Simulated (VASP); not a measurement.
# Ga2As5: single point with PBE

Crystal: Ga2As5.

```xyz
7
Lattice="8.1732 0.0000 0.0000 -4.0866 7.0782 0.0000 0.0000 0.0000 5.1649" Properties=species:S:1:pos:R:3 pbc="T T T"
Ga    0.0000    0.0000    2.5824
Ga    0.0000    0.0000    0.0000
As    0.0000    4.7188    0.0000
As    4.0866    2.3594    0.0000
As    4.0866    0.0000    0.0000
As   -2.0433    3.5391    0.0000
As    2.0433    3.5391    0.0000
```

The cell was built from a structure type or drawn by symmetry, and may not be a known phase.

- Program: VASP 6.6.1
- Task: single point
- Functional: PBE
- Potentials or basis: VASP PAW PBE potentials, release 64 (Ga_d, As)
- Cutoff: 500 eV
- k mesh: 3 × 3 × 4
- Occupations: gaussian, width 0.2 eV
- Spin: no spin polarisation

```json
{"Pressure": "0.5 GPa", "Band gap on the k mesh": "zero (an odd number of electrons rules out a gap without spin polarisation)"}
```

Stress tensor (GPa, compression positive):
```
0.56 0.00 0.00
0.00 0.56 0.00
0.00 0.00 0.30
```

Levels at points of the mesh, in eV from the Fermi level:
| k point | band 22 | band 23 | band 24 | band 25 | band 26 | band 27 | band 28 | band 29 | band 30 | band 31 |
| --- | --- | --- | --- | --- | --- | --- | --- | --- | --- | --- |
| (0.00, 0.00, 0.00) | -1.46 | -1.46 | -0.98 | -0.20 | -0.20 | 0.32 | 0.99 | 0.99 | 1.01 | 1.01 |
| (0.00, 0.00, 0.50) | -1.14 | -1.14 | -0.69 | -0.69 | 0.37 | 1.05 | 1.05 | 1.15 | 1.15 | 2.45 |

Wall time 58 s on 1 thread of Intel(R) Xeon(R) 6975P-C (Granite Rapids) (shared host), peak memory 0.36 GiB.
